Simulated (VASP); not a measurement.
Hf: single point with PBEsol

Hf:

```
Hf
1.0
     0.00000    3.04385    3.04385
     3.04385    0.00000    3.04385
     3.04385    3.04385    0.00000
Hf
2
Cartesian
  -0.7610 -0.7610 -0.7610
  0.7610 0.7610 0.7610
```

```yaml
Program: VASP 6.6.1
Task: single point
Functional: PBEsol
Potentials_or_basis: VASP PAW PBE potentials, release 64 (Hf_pv)
Cutoff: 520 eV
k_mesh: 9 × 9 × 9
Occupations: fermi-dirac, width 0.05 eV
Spin: no spin polarisation
Dipole_correction: no
Further_INCAR_settings: ALGO = Normal; EDIFF = 1e-06; NBANDS = 17
```

| Property | Result |
| --- | --- |
| Pressure | 4.5 GPa |
| Band gap on the k mesh | zero (band 10 reaches 2.88 eV, above the bottom of band 11 at 2.35 eV) |

Levels at points of the mesh, in eV from the Fermi level:
```
           k point  band 7  band 8  band 9  band 10  band 11  band 12  band 13  band 14
(0.00, 0.00, 0.00)   -5.66   -0.79   -0.79     0.14     0.14     0.14     2.41     2.41
```

Wall time 10 s on 1 thread of Intel(R) Xeon(R) 6975P-C (Granite Rapids), with other jobs on the host, peak memory 0.18 GiB.

Caveat: the PAW data sets were made with another functional, which shifts forces and pressure a little; spin-orbit coupling is left out, which moves the levels of the heavy elements.
